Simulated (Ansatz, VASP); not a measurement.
## Fe in VASP and in Ansatz

```
Fe
1.0
     2.43416    0.00000    0.00000
    -1.21708    2.10804    0.00000
     0.00000    0.00000    3.84193
Fe
2
Direct
  0.66667 0.33333 0.75000
  0.33333 0.66667 0.25000
```

Alike in both runs: task single point; functional PBE; k mesh 10 × 10 × 6; occupations fermi-dirac, width 0.05 eV; collinear spin; fixed moment 0 μB.

|  | VASP | Ansatz |
| --- | --- | --- |
| version | VASP 6.6.1 | Ansatz 0.2.0 |
| potentials or method | VASP PAW PBE potentials, release 64 (Fe) | Ansatz PAW |
| plane-wave cutoff (eV) | 520 | 420 |
| valence electrons in the cell | 16 | 32 |

Ansatz gave:

* pressure (GPa): 10.8
* traceless stress, the component that is largest in VASP (GPa): -0.60
* net moment per atom (μB): 0.00

Estimate VASP's values.

pressure (GPa): 10.2; traceless stress, the component that is largest in VASP (GPa): -0.71; net moment per atom (μB): 0.00.

VASP's potentials hold 16 valence electrons a cell and Ansatz's 32, so a difference there can come from the potentials and not from the codes.
